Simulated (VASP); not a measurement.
Here is a VASP 6.6.1 calculation.

The input INCAR:

```
SYSTEM = ZnCd3Te4
PREC = Accurate
ENCUT = 450
EDIFF = 1E-7
ISMEAR = 0
SIGMA = 0.02
LREAL = .FALSE.
LASPH = .TRUE.
NELM = 120
ALGO = Normal
ISIF = 2
LWAVE = .FALSE.
LCHARG = .FALSE.
GGA = PE
IBRION = 2
NSW = 50
EDIFFG = -0.01
GGA_COMPAT = .FALSE.
NELMIN = 4
```

File KPOINTS:

```
Automatic mesh
0
G
  4 4 4
  0 0 0
```

The input POSCAR:

```
ZnCd3Te4
1.0
    6.3060090093      0.0000000000      0.0000000000
    0.0000000000      6.3060090093      0.0000000000
    0.0000000000      0.0000000000      6.3060090093
Zn Cd Te
1 3 4
Direct
    0.0000000000      0.0000000000      0.0000000000
    0.0000000000      0.5000000000      0.5000000000
    0.5000000000      0.0000000000      0.5000000000
    0.5000000000      0.5000000000      0.0000000000
    0.7605960592      0.7605960592      0.2394039408
    0.7605960592      0.2394039408      0.7605960592
    0.2394039408      0.7605960592      0.7605960592
    0.2394039408      0.2394039408      0.2394039408
```

Potentials or basis: VASP PAW PBE potentials, release 64 (Zn, Cd, Te).

Launch:

```sh
$ cat potpaw_PBE.64/Zn/POTCAR potpaw_PBE.64/Cd/POTCAR potpaw_PBE.64/Te/POTCAR > POTCAR
$ mpirun -np 1 vasp_std > vasp.out
```

Q: Predict the band gap on the k mesh.

A: 0.99 eV.

Q: What does it give for the energy gained by relaxing?

A: 0.0 meV/atom.

Forces on the atoms (eV/Å):
```
Zn   0.000  0.000  0.000
Cd   0.000  0.000  0.000
Cd   0.000  0.000  0.000
Cd   0.000  0.000  0.000
Te   0.001  0.001 -0.001
Te   0.001 -0.001  0.001
Te  -0.001  0.001  0.001
Te  -0.001 -0.001 -0.001
```

Caveat: spin-orbit coupling is left out, which moves the levels of the heavy elements.
